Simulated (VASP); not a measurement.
The system is ZrO2.

```
Zr O
1.0
     0.00000    2.54471    2.54471
     2.54471    0.00000    2.54471
     2.54471    2.54471    0.00000
Zr O
1 2
Direct
  0.00000 0.00000 0.00000
  0.25000 0.25000 0.25000
  0.75000 0.75000 0.75000
```

Program: VASP 6.6.1. Alike in all runs: task single point; potentials or basis VASP PAW PBE potentials, release 64 (Zr_sv, O); no spin polarisation; cell as given; k mesh 6 × 6 × 6; smearing gaussian 0.01 eV.

**Question.** Order these runs on this cell by their pressure, lowest first.
A. level PBE; cutoff (eV) 600
B. level HSE06; cutoff (eV) 520; grid for exact exchange (PRECFOCK) Normal; share of exact exchange 0.25; screening parameter 0.2079 1/Å
C. level r2SCAN; cutoff (eV) 660

**Answer.** B (-2.5 GPa), C (0.0 GPa), A (3.9 GPa).

Caveats: the PAW data sets were made with another functional, which shifts forces and pressure a little (at least some runs); the cell stands under pressure (at least some runs).
